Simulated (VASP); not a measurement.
# SiNi in VASP: a series of runs

The runs below take SiNi through single point, relaxation of cell and atoms, with PBE.

Program: VASP 6.6.1. These are calculated values, not measurements. Logs are shortened: lines on timing, memory, paths and dates and some standing lists are left out, and cuts for length are marked.

## Step 1: The cell of the first run

The cell holds a disordered packing, 20 atoms: a = 6.390 Å, b = 6.263 Å, c = 6.246 Å, α = 88.77°, β = 91.07°, γ = 91.82°.

## Step 2: Single point, PBE

INCAR

```
SYSTEM = SiNi
  PREC = Accurate
  ENCUT = 520
  EDIFF = 1E-6
  ISMEAR = 0
  SIGMA = 0.1
  LREAL = Auto
  LASPH = .TRUE.
  NELM = 60
  ALGO = Normal
  ISIF = 2
  LWAVE = .FALSE.
  LCHARG = .FALSE.
  GGA = PE
  ISYM = 0
  NBANDS = 86
```

KPOINTS

```
Automatic mesh
0
Gamma
  2 2 2
  0.5 0.5 0.5
```

POSCAR

```
SiNi
1.0
    6.3885174845     -0.1006673398     -0.0571316581
   -0.0997549494      6.2623195220      0.0653211216
   -0.0599826061      0.0676387800      6.2448867733
Si Ni
10 10
Direct
    0.9976962735      0.5880554161      0.2654994212
    0.7801694189      0.8680130058      0.5015298893
    0.0549516004      0.0475596180      0.8028083815
    0.7687466815      0.5534304703      0.7508521230
    0.4242183498      0.7175039307      0.3373577061
    0.1771057663      0.2065644232      0.2210448595
    0.2132390030      0.6640899885      0.7134224758
    0.3989917181      0.2977882721      0.5767309814
    0.7209037562      0.3089624337      0.0798269025
    0.5881831686      0.9019839056      0.9545494282
    0.2048364704      0.8222759724      0.0562399748
    0.1461313162      0.9175772925      0.4553659867
    0.6692697217      0.4782938873      0.3999613598
    0.7101774336      0.1622319173      0.7128848017
    0.8761626466      0.9846254953      0.1558027985
    0.0516699530      0.3356181029      0.5462736515
    0.3808754508      0.1858424958      0.9284963764
    0.5298883748      0.0744986599      0.3150904335
    0.4759776659      0.5643003626      0.9755799206
    0.0559316869      0.4228514612      0.9416211013
```

Potentials or basis: VASP PAW PBE potentials, release 64 (Si, Ni).

Command:

```bash
$ cat potpaw_PBE.64/Si/POTCAR potpaw_PBE.64/Ni/POTCAR > POTCAR
$ mpirun -np 1 vasp_std > vasp.out
```

OUTCAR:

```text
SYSTEM = SiNi
   PREC = Accurate
   ENCUT = 520
   EDIFF = 1E-6
   ISMEAR = 0
   LREAL = Auto
   LASPH = .TRUE.
   NELM = 60
   ISIF = 2
   GGA = PE
   ISYM = 0

 ion  position               nearest neighbor table
   1  0.998  0.588  0.265-  20 2.33  11 2.34  13 2.35  16 2.36  12 2.55  15 2.70   6 2.70   9 2.71
                             2 2.74   5 2.85   7 3.13
   2  0.780  0.868  0.502-  14 2.35  15 2.35  18 2.36  12 2.37   4 2.49  13 2.61   5 2.63   1 2.74
                             3 2.78  10 3.12
   3  0.055  0.048  0.803-  11 2.31  17 2.36  16 2.39  14 2.39  12 2.42  15 2.52  20 2.52   7 2.71
                             2 2.78   6 2.90   8 3.01
   4  0.769  0.553  0.751-  13 2.32  20 2.33  19 2.36  14 2.48   2 2.49   9 2.55  16 2.66  10 2.84
                             7 2.91   8 3.01
   5  0.424  0.718  0.337-  13 2.22  18 2.32  11 2.32  12 2.35  19 2.51   2 2.63   7 2.74  10 2.84
                             1 2.85   8 3.00
   6  0.177  0.207  0.221-  17 2.27  12 2.31  20 2.32  16 2.37  15 2.37  18 2.48  11 2.65   8 2.68
                             1 2.70   3 2.90   9 3.11
   7  0.213  0.664  0.713-  20 2.28  12 2.28  11 2.38  19 2.41  16 2.51   3 2.71   5 2.74   8 2.77
                             4 2.91   1 3.13
   8  0.399  0.298  0.577-  16 2.24  17 2.30  13 2.32  14 2.33  18 2.36   6 2.68   7 2.77  12 2.94
                             5 3.00   4 3.01   3 3.01  19 3.05
   9  0.721  0.309  0.080-  13 2.32  15 2.32  19 2.35  18 2.38  20 2.40  17 2.46  14 2.49   4 2.55
                             1 2.71  10 2.78   6 3.11
  10  0.588  0.902  0.955-  19 2.21  17 2.25  15 2.26  14 2.32  18 2.56  11 2.57   9 2.78   5 2.84
                             4 2.84   2 3.12
  11  0.205  0.822  0.056-   3 2.31   5 2.32   1 2.34   7 2.38  15 2.46  19 2.47  10 2.57  12 2.61
                            17 2.62   6 2.65  20 2.75  18 3.03
  12  0.146  0.918  0.455-   7 2.28   6 2.31   5 2.35   2 2.37   3 2.42   1 2.55  15 2.56  11 2.61
                            18 2.76  16 2.78   8 2.94
  13  0.669  0.478  0.400-   5 2.22   9 2.32   8 2.32   4 2.32   1 2.35   2 2.61  18 2.71  16 2.76
                            14 2.77  19 2.95
  14  0.710  0.162  0.713-  10 2.32   8 2.33   2 2.35   3 2.39   4 2.48   9 2.49  17 2.53  16 2.63
                            13 2.77  18 2.78  20 3.06
  15  0.876  0.985  0.156-  10 2.26   9 2.32   2 2.35   6 2.37  11 2.46   3 2.52  18 2.53  12 2.56
                             1 2.70
  16  0.052  0.336  0.546-   8 2.24   1 2.36   6 2.37   3 2.39   7 2.51  20 2.54  14 2.63   4 2.66
                            13 2.76  12 2.78
  17  0.381  0.186  0.928-  10 2.25   6 2.27   8 2.30   3 2.36  19 2.45   9 2.46  14 2.53  20 2.59
                            11 2.62  18 2.67
  18  0.530  0.074  0.315-   5 2.32   8 2.36   2 2.36   9 2.38   6 2.48  15 2.53  10 2.56  17 2.67
                            13 2.71  12 2.76  14 2.78  11 3.03
  19  0.476  0.564  0.976-  10 2.21   9 2.35   4 2.36   7 2.41  17 2.45  11 2.47   5 2.51  20 2.81
                            13 2.95   8 3.05
  20  0.056  0.423  0.942-   7 2.28   6 2.32   4 2.33   1 2.33   9 2.40   3 2.52  16 2.54  17 2.59
                            11 2.75  19 2.81  14 3.06

IMPORTANT INFORMATION: All symmetrisations will be switched off!
NOSYMM: (Re-)initialisation of all symmetry stuff for point group C_1.

----------------------------------------------------------------------------------------

                                     Primitive cell

  volume of cell :     249.7272

  direct lattice vectors                    reciprocal lattice vectors
     6.388517485 -0.100667340 -0.057131658     0.156583109  0.002478866  0.001477144
    -0.099754949  6.262319522  0.065321122     0.002501898  0.159742891 -0.001706155
    -0.059982606  0.067638780  6.244886773     0.001406339 -0.001648223  0.160162366

  length of vectors
     6.389565994  6.263454613  6.245541108     0.156609696  0.159771592  0.160177020

  position of ions in fractional coordinates (direct lattice)
     0.997696273  0.588055416  0.265499421
     0.780169419  0.868013006  0.501529889
     0.054951600  0.047559618  0.802808382
     0.768746681  0.553430470  0.750852123
     0.424218350  0.717503931  0.337357706
     0.177105766  0.206564423  0.221044859
[... 12 lines left out ...]
     0.475977666  0.564300363  0.975579921
     0.055931687  0.422851461  0.941621101

  ion indices of the primitive-cell ions
   primitive index   ion index
                 1           1
                 2           2
                 3           3
                 4           4
                 5           5
                 6           6
[... 12 lines left out ...]
                19          19
                20          20

----------------------------------------------------------------------------------------

 KPOINTS: Automatic mesh

Automatic generation of k-mesh.
 Grid dimensions read from file:
 generate k-points for:    2    2    2

 Generating k-lattice:

  Cartesian coordinates                     Fractional coordinates (reciprocal lattice)
     0.078291555  0.001239433  0.000738572     0.500000000 -0.000000000  0.000000000
     0.001250949  0.079871445 -0.000853077     0.000000000  0.500000000  0.000000000
     0.000703169 -0.000824111  0.080081183     0.000000000  0.000000000  0.500000000

  Length of vectors
     0.078304848  0.079885796  0.080088510

  Shift w.r.t. Gamma in fractional coordinates (k-lattice)
     0.500000000  0.500000000  0.500000000

 Subroutine IBZKPT returns following result:
 ===========================================

 Found      4 irreducible k-points:

 Following reciprocal coordinates:
            Coordinates               Weight
  0.250000  0.250000  0.250000      2.000000
 -0.250000  0.250000  0.250000      2.000000
  0.250000 -0.250000  0.250000      2.000000
 -0.250000 -0.250000  0.250000      2.000000
   k-points           NKPTS =      4   k-points in BZ     NKDIM =      4   number of bands    NBANDS=     86
   number of dos      NEDOS =    301   number of ions     NIONS =     20
   total plane-waves  NPLWV = 110592
   dimension x,y,z NGX =    48 NGY =   48 NGZ =   48
   dimension x,y,z NGXF=    96 NGYF=   96 NGZF=   96
   ions per type =              10  10
   NGX,Y,Z   is equivalent  to a cutoff of  12.49, 12.74, 12.78 a.u.
   NGXF,Y,Z  is equivalent  to a cutoff of  24.98, 25.48, 25.55 a.u.
 SYSTEM =  SiNi
   PREC   = accura    normal or accurate (medium, high low for compatibility)
   ISTART =      0    job   : 0-new  1-cont  2-samecut
   ICHARG =      2    charge: 1-file 2-atom 10-const
   ISPIN  =      1    spin polarized calculation?
   LNONCOLLINEAR =      F non collinear calculations
   LSORBIT =      F    spin-orbit coupling
   LASPH  =      T    aspherical Exc in radial PAW
   ENCUT  =  520.0 eV  38.22 Ry    6.18 a.u.  11.88 11.65 11.61*2*pi/ulx,y,z
   NELM   =     60;   NELMIN=  2; NELMDL= -5     # of ELM steps
   EDIFF  = 0.1E-05   stopping-criterion for ELM
   LREAL  =      T    real-space projection
   EDIFFG = 0.1E-04   stopping-criterion for IOM
   NSW    =      0    number of steps for IOM
   IBRION =     -1    ionic relax: 0-MD 1-quasi-New 2-CG
   NFREE  =      0    steps in history (QN), initial steepest desc. (CG)
   ISIF   =      2    stress and relaxation
   ISYM   =      0    0-nonsym 1-usesym 2-fastsym
   POTIM  = 0.5000    time-step for ionic-motion
   TEBEG  =    0.0;   TEEND  =   0.0 temperature during run
   PSTRESS=    0.0 pullay stress
   NELECT =     140.0000    total number of electrons
   NUPDOWN=      -1.0000    fix difference up-down
   EMIN   =  10.00;   EMAX   =-10.00  energy-range for DOS
   EFERMI =   0.00;   METHOD = LEGACY
   ISMEAR =     0;   SIGMA  =   0.10  broadening in eV -4-tet -1-fermi 0-gaus
   EFERMI_NEDOS =   21; number of points for ismear=-14 and -15
   IALGO  =     38    algorithm
   IMIX   =      4    mixing-type and parameters
     AMIX     =   0.40;   BMIX     =  1.00
     AMIX_MAG =   1.60;   BMIX_MAG =  1.00
  volume/ion in A,a.u.               =      12.49        84.26
  Fermi-wavevector in a.u.,A,eV,Ry     =   1.349881  2.550906 24.792257  1.822179
  Thomas-Fermi vector in A             =   2.477432
   LORBIT       =      0    0 simple, 1 ext, 2 COOP (PROOUT), +10 PAW based schemes
   GGA     = PE    functional components
   LHFCALC =     F    Hartree Fock is set to
   AEXX    =    0.0000 exact exchange contribution
   IVDW    =     0    specifies the selected vdW correction
   LEPSILON=     F    determine dielectric tensor
   LRPA    =     F    only Hartree local field effects (RPA)
 non-spin polarized calculation
 Gauss-broadening in eV      SIGMA  =   0.10
  energy-cutoff  :      520.00
  volume of cell :      249.73
 maximum number of plane-waves:      6729
   NGX = 23   NGY = 23   NGZ = 23

 number of electron     139.9999991 magnetization

 Free energy of the ion-electron system (eV)
  ---------------------------------------------------
  ext. energy  EPLUGINS =         0.00000000
  ---------------------------------------------------
  free energy    TOTEN  =      -115.86163230 eV

  energy without entropy =     -115.86005834  energy(sigma->0) =     -115.86084532

 E-fermi :  10.0686     XC(G=0): -12.0367

 val. band max:        9.8928665501   @ k =   0.2500  -0.2500   0.2500
 cond. band min:      10.2413548002   @ k =   0.2500  -0.2500   0.2500
 fundamental gap:      0.3484882502
 Fermi energy:        10.0685882927

 k-point     1 :       0.2500    0.2500    0.2500
  band No.  band energies     occupation
      1      -2.2041      2.00000
      2      -0.8658      2.00000
      3      -0.6820      2.00000
      4      -0.2021      2.00000
      5       0.7999      2.00000
      6       1.1241      2.00000
[... 74 lines left out ...]
     81      12.6314      0.00000
     82      12.7835      0.00000

 k-point     2 :      -0.2500    0.2500    0.2500
  band No.  band energies     occupation
      1      -2.2560      2.00000
      2      -0.7743      2.00000
      3      -0.5895      2.00000
      4      -0.0692      2.00000
      5       0.5716      2.00000
      6       0.9513      2.00000
[... 74 lines left out ...]
     81      12.7064      0.00000
     82      12.9559      0.00000

 k-point     3 :       0.2500   -0.2500    0.2500
  band No.  band energies     occupation
      1      -2.2175      2.00000
      2      -0.8438      2.00000
      3      -0.5974      2.00000
      4      -0.2267      2.00000
      5       0.7304      2.00000
      6       0.9925      2.00000
[... 74 lines left out ...]
     81      12.6883      0.00000
     82      12.8115      0.00000

 k-point     4 :      -0.2500   -0.2500    0.2500
  band No.  band energies     occupation
      1      -2.2115      2.00000
      2      -0.8388      2.00000
      3      -0.6479      2.00000
      4      -0.1721      2.00000
      5       0.8053      2.00000
      6       0.9343      2.00000
[... 74 lines left out ...]
     81      12.7975      0.00000
     82      12.9502      0.00000
 [bands above 82 left out]

------------------------ aborting loop because EDIFF is reached ----------------------------------------

  FORCE on cell =-STRESS in cart. coord.  units (eV):
  Direction    XX          YY          ZZ          XY          YZ          ZX
  --------------------------------------------------------------------------------------
  -------------------------------------------------------------------------------------
  Total       -0.0017007     -0.0951696     -0.0668422     -0.0351772     -0.1486034     -0.0100388
  in kB       -0.0109109     -0.6105809     -0.4288402     -0.2256868     -0.9533964     -0.0644064
  external PRESSURE =      -0.3501107 kB  Pullay stress =       0.0000000 kB

 VOLUME and BASIS-vectors are now :
 -----------------------------------------------------------------------------
  energy-cutoff  :      520.00
  volume of cell :      249.73
      direct lattice vectors                 reciprocal lattice vectors
     6.388517485 -0.100667340 -0.057131658     0.156583109  0.002478866  0.001477144
    -0.099754949  6.262319522  0.065321122     0.002501898  0.159742891 -0.001706155
    -0.059982606  0.067638780  6.244886773     0.001406339 -0.001648223  0.160162366

 POSITION                                       TOTAL-FORCE (eV/Angst)
 -----------------------------------------------------------------------------------
      6.29921      3.60011      1.63943         0.014177     -0.004078     -0.005809
      4.86745      5.39116      3.14412         0.002872      0.001301      0.013102
      0.29816      0.34660      5.01341        -0.008303     -0.009840      0.003379
      4.81091      3.43916      4.68122         0.002315      0.008370      0.002786
      2.61832      4.47335      2.12939        -0.011003     -0.016228      0.002490
      1.09758      1.29069      1.38377        -0.000885      0.018079     -0.013520
[... 12 lines left out ...]
      2.92598      3.55190      6.10205        -0.013464     -0.017933      0.001493
      0.25866      2.70609      5.90474         0.004849     -0.005114     -0.007418
 -----------------------------------------------------------------------------------
    total drift:                                0.002745      0.000789      0.003631

  FREE ENERGIE OF THE ION-ELECTRON SYSTEM (eV)
  ---------------------------------------------------
  free  energy   TOTEN  =      -115.8616322990 eV

  energy  without entropy=     -115.8600583419  energy(sigma->0) =     -115.86084532
```

Run time: 1.9 min. Hardware: 1 thread of AMD EPYC 9R45 (Zen 5), shared host; peak memory 0.31 GiB.

What came out:

- Free energy: -115.8616 eV
- Pressure: 0.0 GPa
- Largest force: 0.023 eV/Å
- Band gap on the k mesh: 0.35 eV

Forces in eV/Å, atoms in the order of the input:
```
Si   0.014 -0.004 -0.006
Si   0.003  0.001  0.013
Si  -0.008 -0.010  0.003
Si   0.002  0.008  0.003
Si  -0.011 -0.016  0.002
Si  -0.001  0.018 -0.014
Si  -0.003  0.001 -0.002
Si  -0.001  0.008 -0.005
Si   0.001  0.008  0.002
Si  -0.011 -0.006 -0.003
Ni   0.009  0.005 -0.001
Ni   0.008  0.006  0.005
Ni   0.001 -0.011  0.001
Ni   0.001  0.006  0.007
Ni   0.019 -0.004  0.005
Ni  -0.015  0.002  0.008
Ni   0.000  0.006 -0.002
Ni  -0.001  0.002 -0.012
Ni  -0.013 -0.018  0.001
Ni   0.005 -0.005 -0.007
```

Stress tensor (GPa, compression positive):
```
 0.00 -0.02 -0.01
-0.02 -0.06 -0.10
-0.01 -0.10 -0.04
```

Spin polarisation is off, so any magnetic state and its effect on volume and gap are missing.

(Part 1 of 2 ends here.)
